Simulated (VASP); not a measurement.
# BeTe (I-4m2) in VASP: further runs

BeTe is run at these levels: PBEsol; tasks: single point.

All numbers are computed with VASP 6.6.1; they aren't measurements. Logs are shortened: lines on timing, memory, paths and dates and some standing lists are left out, and cuts for length are marked.

## Step 1: The cell of the first run

The structure is tetragonal, space group I-4m2 (No. 119). The conventional cell has a = 3.984 Å, b = 3.984 Å, c = 5.580 Å, α = 90.00°, β = 90.00°, γ = 90.00°. Within 3.2 Å of Be (site symmetry -4m2) lie 4 Te at 2.43 Å. Te (site symmetry -4m2) has 4 Be at 2.43 Å within 3.2 Å.

## Step 2: Single point, PBEsol (in-plane strain +0.005, then relaxed in part)

Contents of INCAR:

```
SYSTEM = BeTe
PREC     = Accurate       ! precision mode
ENCUT    = 520            ! plane-wave cutoff, eV
EDIFF    = 1E-7           ! SCF threshold, eV
ISMEAR   = 0              ! smearing method
SIGMA    = 0.01           ! smearing width, eV
LREAL    = .False.        ! projectors in reciprocal space
LASPH    = .True.         ! aspherical terms in the spheres
NELM     = 100            ! most SCF steps
ALGO     = Normal         ! electronic algorithm
ISIF     = 2              ! what is computed and relaxed
LWAVE    = .False.        ! write WAVECAR
LCHARG   = .False.        ! write CHGCAR
GGA      = PS             ! functional
NBANDS   = 11             ! bands
```

Contents of KPOINTS:

```
regular mesh
0
Gamma
  8 8 8
  0 0 0
```

Contents of POSCAR:

```
BeTe
1.0
    2.8167897153      2.8167897153      0.0000000000
   -2.8167897153      2.8167897153      0.0000000000
    0.0000000000      2.8167897153      2.7898295865
Be Te
1 1
Direct
    0.0000000000      0.0000000000      0.0000000000
    0.7500000000      0.2500000000      0.5000000000
```

Potentials or basis: VASP PAW PBE potentials, release 64 (Be, Te).

Launch:

```
cat potpaw_PBE.64/Be/POTCAR potpaw_PBE.64/Te/POTCAR > POTCAR
mpirun -np 1 vasp_std > vasp.out
```

OUTCAR:

```text
SYSTEM = BeTe
   PREC = Accurate
   ENCUT = 520
   EDIFF = 1E-7
   ISMEAR = 0
   LREAL = .False.
   LASPH = .True.
   NELM = 100
   ISIF = 2
   GGA = PS

 ion  position               nearest neighbor table
   1  0.000  0.000  0.000-   2 2.43   2 2.43   2 2.43   2 2.43
   2  0.750  0.250  0.500-   1 2.43   1 2.43   1 2.43   1 2.43

  LATTYP: Found a body centered tetragonal cell.
 ALAT       =     3.9835422177
 C/A-ratio  =     1.4006778058

  Lattice vectors:

 A1 = (   2.8167897153,   0.0000000000,  -2.7898295865)
 A2 = (  -2.8167897153,   0.0000000000,  -2.7898295865)
 A3 = (   0.0000000000,   2.8167897153,   2.7898295865)

Analysis of symmetry for initial positions (statically):
=====================================================================
 Subroutine PRICEL returns:
 Original cell was already a primitive cell.

 Routine SETGRP: Setting up the symmetry group for a
 body centered tetragonal supercell.

 Subroutine GETGRP returns: Found  8 space group operations
 (whereof  8 operations were pure point group operations)
 out of a pool of 16 trial point group operations.

The static configuration has the point symmetry D_2d.

Analysis of symmetry for dynamics (positions and initial velocities):
=====================================================================
 Subroutine PRICEL returns:
 Original cell was already a primitive cell.

 Routine SETGRP: Setting up the symmetry group for a
 body centered tetragonal supercell.

 Subroutine GETGRP returns: Found  8 space group operations
 (whereof  8 operations were pure point group operations)
 out of a pool of 16 trial point group operations.

The dynamic configuration has the point symmetry D_2d.

 Subroutine INISYM returns: Found  8 space group operations
 (whereof  8 operations are pure point group operations),
 and found     1 'primitive' translations

----------------------------------------------------------------------------------------

                                     Primitive cell

  volume of cell :      44.2707

  direct lattice vectors                    reciprocal lattice vectors
     2.816789715  2.816789715  0.000000000     0.177507038  0.177507038 -0.179222416
    -2.816789715  2.816789715  0.000000000    -0.177507038  0.177507038 -0.179222416
     0.000000000  2.816789715  2.789829586     0.000000000  0.000000000  0.358444833

  length of vectors
     3.983542218  3.983542218  3.964524363     0.308444763  0.308444763  0.358444833

  position of ions in fractional coordinates (direct lattice)
     0.000000000  0.000000000  0.000000000
     0.750000000  0.250000000  0.500000000

  ion indices of the primitive-cell ions
   primitive index   ion index
                 1           1
                 2           2

----------------------------------------------------------------------------------------

 KPOINTS: regular mesh

Automatic generation of k-mesh.
 Grid dimensions read from file:
 generate k-points for:    8    8    8

 Generating k-lattice:

  Cartesian coordinates                     Fractional coordinates (reciprocal lattice)
     0.022188380  0.022188380 -0.022402802     0.125000000  0.000000000  0.000000000
    -0.022188380  0.022188380 -0.022402802     0.000000000  0.125000000  0.000000000
     0.000000000  0.000000000  0.044805604     0.000000000  0.000000000  0.125000000

  Length of vectors
     0.038555595  0.038555595  0.044805604

  Shift w.r.t. Gamma in fractional coordinates (k-lattice)
     0.000000000  0.000000000  0.000000000

 Subroutine IBZKPT returns following result:
 ===========================================

 Found     59 irreducible k-points:

 Following reciprocal coordinates:
            Coordinates               Weight
  0.000000  0.000000  0.000000      1.000000
  0.125000  0.000000  0.000000      8.000000
  0.250000  0.000000  0.000000      8.000000
  0.375000  0.000000  0.000000      8.000000
  0.500000  0.000000  0.000000      4.000000
  0.125000  0.125000  0.000000      8.000000
[... 16 lines left out ...]
  0.250000  0.000000  0.125000      4.000000
  0.375000  0.000000  0.125000      8.000000
 [... further k-points ...]
   k-points           NKPTS =     59   k-points in BZ     NKDIM =     59   number of bands    NBANDS=     11
   number of dos      NEDOS =    301   number of ions     NIONS =      2
   total plane-waves  NPLWV =  27000
   dimension x,y,z NGX =    30 NGY =   30 NGZ =   30
   dimension x,y,z NGXF=    60 NGYF=   60 NGZF=   60
   ions per type =               1   1
   NGX,Y,Z   is equivalent  to a cutoff of  12.52, 12.52, 12.58 a.u.
   NGXF,Y,Z  is equivalent  to a cutoff of  25.04, 25.04, 25.16 a.u.
 SYSTEM =  BeTe
   PREC   = accura    normal or accurate (medium, high low for compatibility)
   ISTART =      0    job   : 0-new  1-cont  2-samecut
   ICHARG =      2    charge: 1-file 2-atom 10-const
   ISPIN  =      1    spin polarized calculation?
   LNONCOLLINEAR =      F non collinear calculations
   LSORBIT =      F    spin-orbit coupling
   LASPH  =      T    aspherical Exc in radial PAW
   ENCUT  =  520.0 eV  38.22 Ry    6.18 a.u.   7.41  7.41  7.37*2*pi/ulx,y,z
   NELM   =    100;   NELMIN=  2; NELMDL= -5     # of ELM steps
   EDIFF  = 0.1E-06   stopping-criterion for ELM
   LREAL  =      F    real-space projection
   EDIFFG = 0.1E-05   stopping-criterion for IOM
   NSW    =      0    number of steps for IOM
   IBRION =     -1    ionic relax: 0-MD 1-quasi-New 2-CG
   NFREE  =      0    steps in history (QN), initial steepest desc. (CG)
   ISIF   =      2    stress and relaxation
   ISYM   =      2    0-nonsym 1-usesym 2-fastsym
   POTIM  = 0.5000    time-step for ionic-motion
   TEBEG  =    0.0;   TEEND  =   0.0 temperature during run
   PSTRESS=    0.0 pullay stress
   NELECT =       8.0000    total number of electrons
   NUPDOWN=      -1.0000    fix difference up-down
   EMIN   =  10.00;   EMAX   =-10.00  energy-range for DOS
   EFERMI =   0.00;   METHOD = LEGACY
   ISMEAR =     0;   SIGMA  =   0.01  broadening in eV -4-tet -1-fermi 0-gaus
   EFERMI_NEDOS =   21; number of points for ismear=-14 and -15
   IALGO  =     38    algorithm
   IMIX   =      4    mixing-type and parameters
     AMIX     =   0.40;   BMIX     =  1.00
     AMIX_MAG =   1.60;   BMIX_MAG =  1.00
  volume/ion in A,a.u.               =      22.14       149.38
  Fermi-wavevector in a.u.,A,eV,Ry     =   0.925549  1.749034 11.655303  0.856641
  Thomas-Fermi vector in A             =   2.051415
   LORBIT       =      0    0 simple, 1 ext, 2 COOP (PROOUT), +10 PAW based schemes
   GGA     = PS    functional components
   LHFCALC =     F    Hartree Fock is set to
   AEXX    =    0.0000 exact exchange contribution
   IVDW    =     0    specifies the selected vdW correction
   LEPSILON=     F    determine dielectric tensor
   LRPA    =     F    only Hartree local field effects (RPA)
 non-spin polarized calculation
 Gauss-broadening in eV      SIGMA  =   0.01
  energy-cutoff  :      520.00
  volume of cell :       44.27
 maximum number of plane-waves:      1235
 NGX is ok and might be reduce to    30
   NGX = 15   NGY = 15   NGZ = 15

 number of electron       8.0000000 magnetization

 Free energy of the ion-electron system (eV)
  ---------------------------------------------------
  ext. energy  EPLUGINS =         0.00000000
  ---------------------------------------------------
  free energy    TOTEN  =        -8.21543965 eV

  energy without entropy =       -8.21543965  energy(sigma->0) =       -8.21543965

 E-fermi :   5.1809     XC(G=0):  -9.2361

 val. band max:        5.1358629863   @ k =   0.0000   0.0000   0.0000
 cond. band min:       6.8908704062   @ k =   0.0000   0.0000   0.5000
 fundamental gap:      1.7550074199
 Fermi energy:         5.1809216148

 k-point     1 :       0.0000    0.0000    0.0000
  band No.  band energies     occupation
      1      -7.2887      2.00000
      2       5.0848      2.00000
      3       5.0848      2.00000
      4       5.1359      2.00000
      5       8.6816      0.00000
      6       8.7008      0.00000
      7       8.7008      0.00000
      8       8.8967      0.00000
      9      13.3061      0.00000
     10      15.2660      0.00000
     11      15.4542      0.00000

 k-point     2 :       0.1250    0.0000    0.0000
  band No.  band energies     occupation
      1      -7.1387      2.00000
      2       3.7612      2.00000
      3       4.8401      2.00000
      4       4.8840      2.00000
      5       8.6129      0.00000
      6       9.0384      0.00000
      7       9.0478      0.00000
      8      10.2131      0.00000
      9      13.7253      0.00000
     10      14.3106      0.00000
     11      14.4372      0.00000

 k-point     3 :       0.2500    0.0000    0.0000
  band No.  band energies     occupation
      1      -6.7243      2.00000
      2       1.7268      2.00000
      3       4.3859      2.00000
      4       4.4476      2.00000
      5       8.3904      0.00000
      6       9.5627      0.00000
      7       9.5819      0.00000
      8      12.1224      0.00000
      9      14.0035      0.00000
     10      14.0710      0.00000
     11      14.1448      0.00000

 k-point     4 :       0.3750    0.0000    0.0000
  band No.  band energies     occupation
      1      -6.1950      2.00000
      2       0.1188      2.00000
      3       4.0375      2.00000
      4       4.1137      2.00000
      5       8.2173      0.00000
      6       9.6648      0.00000
      7       9.7209      0.00000
      8      12.8284      0.00000
      9      14.8118      0.00000
     10      15.1552      0.00000
     11      15.1783      0.00000
[... 239 lines left out ...]
 k-point    22 :       0.0000    0.0000    0.1250
  band No.  band energies     occupation
      1      -7.0858      2.00000
      2       4.0153      2.00000
      3       4.4040      2.00000
      4       4.4040      2.00000
      5       8.2702      0.00000
      6       9.6743      0.00000
      7       9.6743      0.00000
      8       9.9297      0.00000
      9      13.2031      0.00000
     10      14.2308      0.00000
     11      15.5141      0.00000

 k-point    23 :       0.2500    0.0000    0.1250
  band No.  band energies     occupation
      1      -6.9017      2.00000
      2       2.7845      2.00000
      3       3.8211      2.00000
      4       4.7979      2.00000
      5       9.0048      0.00000
      6       9.1594      0.00000
      7       9.5729      0.00000
      8      11.0944      0.00000
      9      13.3152      0.00000
     10      14.0967      0.00000
     11      14.9125      0.00000

 k-point    24 :       0.3750    0.0000    0.1250
  band No.  band energies     occupation
      1      -6.4388      2.00000
      2       1.1766      2.00000
      3       3.2023      2.00000
      4       4.3425      2.00000
      5       8.9224      0.00000
      6       9.7016      0.00000
      7      10.0393      0.00000
      8      11.8917      0.00000
      9      13.3615      0.00000
     10      14.8243      0.00000
     11      16.0552      0.00000

 [... further k-points ...]
[... 5 lines left out ...]
  --------------------------------------------------------------------------------------
  -------------------------------------------------------------------------------------
  Total       -0.0793240     -0.0793240      0.0756717      0.0000000      0.0000000      0.0000000
  in kB       -2.8707733     -2.8707733      2.7385945      0.0000000      0.0000000      0.0000000
  external PRESSURE =      -1.0009840 kB  Pullay stress =       0.0000000 kB

 VOLUME and BASIS-vectors are now :
 -----------------------------------------------------------------------------
  energy-cutoff  :      520.00
  volume of cell :       44.27
      direct lattice vectors                 reciprocal lattice vectors
     2.816789715  2.816789715  0.000000000     0.177507038  0.177507038 -0.179222416
    -2.816789715  2.816789715  0.000000000    -0.177507038  0.177507038 -0.179222416
     0.000000000  2.816789715  2.789829586     0.000000000  0.000000000  0.358444833

 POSITION                                       TOTAL-FORCE (eV/Angst)
 -----------------------------------------------------------------------------------
      0.00000      0.00000      0.00000         0.000000      0.000000      0.000000
      1.40839      4.22518      1.39491        -0.000000     -0.000000      0.000000
 -----------------------------------------------------------------------------------
    total drift:                               -0.000000      0.000000      0.000000

  FREE ENERGIE OF THE ION-ELECTRON SYSTEM (eV)
  ---------------------------------------------------
  free  energy   TOTEN  =        -8.2154396528 eV

  energy  without entropy=       -8.2154396528  energy(sigma->0) =       -8.21543965
```

It took 44 s on 1 thread of AMD EPYC 7R13 (Zen 3), shared host; peak memory 0.15 GiB.

Results:

```
Free energy            : -8.2154 eV
Pressure               : -0.1 GPa
Band gap on the k mesh : 1.75 eV, indirect (least direct gap 3.55 eV)
```

Caveat: the cell differs from its parent crystal (in-plane strain +0.005, then relaxed in part); the PAW data sets were made with another functional, which shifts forces and pressure a little; spin-orbit coupling is left out, which moves the levels of the heavy elements.

## Step 3: Single point, PBEsol (in-plane strain +0.005)

Contents of INCAR:

```
ALGO = Normal ; EDIFF = 1E-6
ENCUT = 520 ; GGA = PS
ISIF = 2 ; ISMEAR = 0
LASPH = T ; LCHARG = F
LREAL = F ; LWAVE = F
NBANDS = 11 ; NELM = 80
PREC = Accurate ; SIGMA = 0.01
```

Contents of KPOINTS:

```
k-points
0
Gamma
  8 8 8
```

POSCAR: that of step 2 with these lines changed.

```diff
@@ -4,3 +4,3 @@
    -2.8167897153      2.8167897153      0.0000000000
-    0.0000000000      2.8167897153      2.7898295865
+    0.0000000000      2.8167897153      2.7943675086
 Be Te
```

Potentials or basis: VASP PAW PBE potentials, release 64 (Be, Te).

Launch:

```
cat potpaw_PBE.64/Be/POTCAR potpaw_PBE.64/Te/POTCAR > POTCAR
mpirun -np 1 vasp_std > vasp.out
```

It used 29 s of CPU time on 1 thread of AMD EPYC 7R13 Processor (Zen 3), on a shared host.

It converged, with:

```yaml
Free_energy: -8.2155 eV
Pressure: -0.2 GPa
Band_gap_on_the_k_mesh: 1.77 eV, indirect (least direct gap 3.56 eV)
```

Stress tensor (GPa, compression positive):
```
-0.34  0.00  0.00
 0.00 -0.34  0.00
 0.00  0.00  0.13
```

Levels at points of the mesh, in eV from the valence-band top:
| k point | band 1 | band 2 | band 3 | band 4 | band 5 | band 6 | band 7 | band 8 | band 9 |
| --- | --- | --- | --- | --- | --- | --- | --- | --- | --- |
| (0.00, 0.00, 0.00) | -12.41 | -0.04 | -0.04 | 0.00 | 3.55 | 3.57 | 3.57 | 3.75 | 8.17 |
| (0.50, 0.00, 0.00) | -11.04 | -5.65 | -1.21 | -1.14 | 3.02 | 4.50 | 4.55 | 7.64 | 10.83 |
| (0.50, 0.50, 0.00) | -10.55 | -5.21 | -2.70 | -2.69 | 1.83 | 2.60 | 9.70 | 9.73 | 11.50 |
| (0.00, 0.00, 0.50) | -10.52 | -5.17 | -2.75 | -2.75 | 1.77 | 2.53 | 9.73 | 9.73 | 11.56 |

Caveat: the cell differs from its parent crystal (in-plane strain +0.005); the PAW data sets were made with another functional, which shifts forces and pressure a little; spin-orbit coupling is left out, which moves the levels of the heavy elements. A k mesh can miss the band edges.

(Continued in part 2 of 2.)
